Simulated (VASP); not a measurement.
A run of VASP 6.6.1:

File INCAR:

```
PREC = Accurate
ENCUT = 520
EDIFF = 1E-7
ISMEAR = -1
SIGMA = 0.02
LREAL = Auto
LASPH = T
NELM = 150
ALGO = Normal
ISIF = 2
LWAVE = F
LCHARG = F
ISPIN = 2
MAGMOM = 0 0 0 0 0 0 0 0 0 0 0 0 0 0 0 0 1
LORBIT = 11
GGA = PE
NBANDS = 78
```

File KPOINTS:

```
regular mesh
0
Gamma
  2 2 2
```

Contents of POSCAR:

```
Na8Cl9
1.0
    0.0000000000      5.6850000000      5.6850000000
    5.6850000000      0.0000000000      5.6850000000
    5.6850000000      5.6850000000      0.0000000000
Na Cl
8 9
Direct
    0.0027743001      0.0040363103      0.0520581802
    0.0012748304      0.0025133443      0.4421172987
    0.0154896652      0.5309409948     -0.0233551848
    0.0036954391      0.4796353181      0.5078743196
    0.5284952962      0.0156762951     -0.0221361491
    0.4775596273      0.0038252630      0.5087706764
    0.5067550926      0.5057270677      0.0201219959
    0.5073961461      0.5063421073      0.4661011129
    0.2569175344      0.2584804022      0.2338217084
    0.2571405390      0.2584075056      0.7500837664
    0.2652294071      0.7475049091      0.2433398000
    0.3383865102      0.6791124117      0.7408636131
    0.7465856589      0.2651700817      0.2438377118
    0.6830773972      0.3341787261      0.7409823247
    0.7577118646      0.7583718076      0.2467910012
    0.7570349439      0.7577659045      0.7376506318
    0.0146457477      0.0096711510      0.7375448929
```

Potentials or basis: VASP PAW PBE potentials, release 64 (Na_pv, Cl).

The run is started by

```sh
$ cat potpaw_PBE.64/Na_pv/POTCAR potpaw_PBE.64/Cl/POTCAR > POTCAR
$ mpirun -np 1 vasp_std > vasp.out
```

Hardware: 1 thread of Intel(R) Xeon(R) 6975P-C (Granite Rapids) (shared host).

Estimate the wall time of this run.

Run time: 6 min on 1 thread of Intel(R) Xeon(R) 6975P-C (Granite Rapids) (shared host), peak memory 0.79 GiB. Counts: scf iterations 19, k points 8.
